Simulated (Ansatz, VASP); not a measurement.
## Pt in VASP and in Ansatz

The input INCAR:

```
ALGO = Fast
EDIFF = 1E-6
ENCUT = 520
GGA = PS
ISIF = 2
ISMEAR = 0
LASPH = T
LCHARG = F
LREAL = F
LWAVE = F
NBANDS = 11
NELM = 100
PREC = Accurate
SIGMA = 0.15
```

File KPOINTS:

```
k-points
0
Gamma
  20 20 20
```

The input POSCAR:

```
Pt
1.0
    0.0000000000      2.0068475000      2.0068475000
    2.0068475000      0.0000000000      2.0068475000
    2.0068475000      2.0068475000      0.0000000000
Pt
1
Direct
    0.0000000000      0.0000000000      0.0000000000
```

Input for Ansatz:

```yaml
crystal:
  lattice:
    - [0.0, 2.0068475, 2.0068475]
    - [2.0068475, 0.0, 2.0068475]
    - [2.0068475, 2.0068475, 0.0]
  atoms:
    - { symbol: Pt, position: [0.0, 0.0, 0.0] }
basis:
  ecutwfc: 420
kpoints:
  mp_grid: { grid: [20, 20, 20] }
hamiltonian:
  xc: pbesol
scf:
  occupations: { method: gaussian, width: 0.15 }
output:
  forces: true
  stress: true
  eigenvalues: true
  write_density: true
  write_potential: true
  elf: true
  volumetric_format: npy
```

Change from the starting cell: strain +0.025 along x and y, +0.025 along z, atoms carried along.

Alike in both runs: task single point; functional PBEsol; k mesh 20 × 20 × 20; occupations gaussian, width 0.15 eV; no spin polarisation.

|  | VASP | Ansatz |
| --- | --- | --- |
| version | VASP 6.6.1 | Ansatz 0.2.0 |
| potentials or method | VASP PAW PBE potentials, release 64 (Pt), cutoff 520 eV | scalar-relativistic, plane waves, PAW |
| valence electrons in the cell | 10 | 18 |

```tsv
	VASP	Ansatz	Ansatz less VASP
gap on the k mesh at the Fermi level (eV)	none	none	-
pressure (GPa)	-17.4	-17.0	+0.39
```

VASP's potentials were made for PBE, not for PBEsol. A gap of «none» marks a metal or a gap that the smearing closes. VASP's potentials hold 10 valence electrons a cell and Ansatz's 18, so a difference there can come from the potentials and not from the codes.

Neither program's run includes spin-orbit coupling.
